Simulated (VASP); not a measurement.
Runs of VASP 6.6.1 on WS3. The structure is that of space group Pm-3m (No. 221), or close to it. The cells are those of the table. 

| task | cell | k mesh | cutoff (eV) | gap on the mesh (eV) | pressure (GPa) | relaxed volume (Å³/atom) |
| --- | --- | --- | --- | --- | --- | --- |
| single point | a = 4.609 Å, 4 atoms | 4 × 4 × 4 | 520 | none | 0.1 | - |
| relaxation of cell and atoms | relaxed from a = 4.796 Å, 4 atoms | 4 × 4 × 4 | 600 | none | -0.1 | (a) |
| relaxation of cell and atoms | relaxed from a = 4.609 Å, 4 atoms | 10 × 10 × 10 | 600 | none | 0.0 | 24.52 |
| single point | a = 4.609 Å, 4 atoms | 10 × 10 × 10 | 520 | none | 0.2 | - |

Alike in all rows: level LDA; potentials or basis VASP PAW LDA potentials, release 64 (W_sv, S); no spin polarisation; smearing gaussian 0.1 eV.

Q: Fill in the values left out.

A: (a) 24.53.

Caveats: spin-orbit coupling is left out, which moves the levels of the heavy elements.

A k mesh can miss the band edges, and the runs leave out spin-orbit coupling on W.

A gap of «none» marks levels without a gap at the run's occupations.
